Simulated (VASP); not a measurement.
Wanted: the native input for a VASP 6.6.1 run.

* Task: single point
* Functional: PBEsol
* Potentials or basis: VASP PAW PBE potentials, release 64 (Pb_d, O)
* Cutoff: 520 eV
* k mesh: 4 × 4 × 4
* Occupations: fermi-dirac, width 0.15 eV
* Spin: no spin polarisation
* Dipole correction: no
* Further INCAR settings: ALGO = Normal; EDIFF = 1e-06; NBANDS = 43

The structure of Pb2O lies in POSCAR:

```
Pb2O
1.0
    4.8819896426      0.0000000000      0.0000000000
    0.0000000000      4.8819896426      0.0000000000
    0.0000000000      0.0000000000      4.8819896426
Pb O
4 2
Direct
    0.2500000000      0.2500000000      0.2500000000
    0.7500000000      0.7500000000      0.2500000000
    0.2500000000      0.7500000000      0.7500000000
    0.7500000000      0.2500000000      0.7500000000
    0.0000000000      0.0000000000      0.0000000000
    0.5000000000      0.5000000000      0.5000000000
```

One way to write it, as run:

INCAR

```
SYSTEM = Pb2O
ALGO = Normal
EDIFF = 1E-6
ENCUT = 520
GGA = PS
ISIF = 2
ISMEAR = -1
LASPH = .True.
LCHARG = .False.
LREAL = .False.
LWAVE = .False.
NBANDS = 43
NELM = 100
PREC = Accurate
SIGMA = 0.15
```

KPOINTS

```
k-points
0
Gamma
  4 4 4
  0 0 0
```

Potentials or basis: VASP PAW PBE potentials, release 64 (Pb_d, O).

Command:

```bash
$ cat potpaw_PBE.64/Pb_d/POTCAR potpaw_PBE.64/O/POTCAR > POTCAR
$ mpirun -np 1 vasp_std > vasp.out
```

Results of the run:

```yaml
Pressure: 30.1 GPa
Band_gap_on_the_k_mesh: zero (bands 34 and 35 overlap by 0.86 eV)
```

Caveat: the cell stands under pressure; the PAW data sets were made with another functional, which shifts forces and pressure a little; spin-orbit coupling is left out, which moves the levels of the heavy elements.

Run time: 100 s on 1 thread of Intel Xeon 8259CL, on a shared host, peak memory 0.19 GiB.
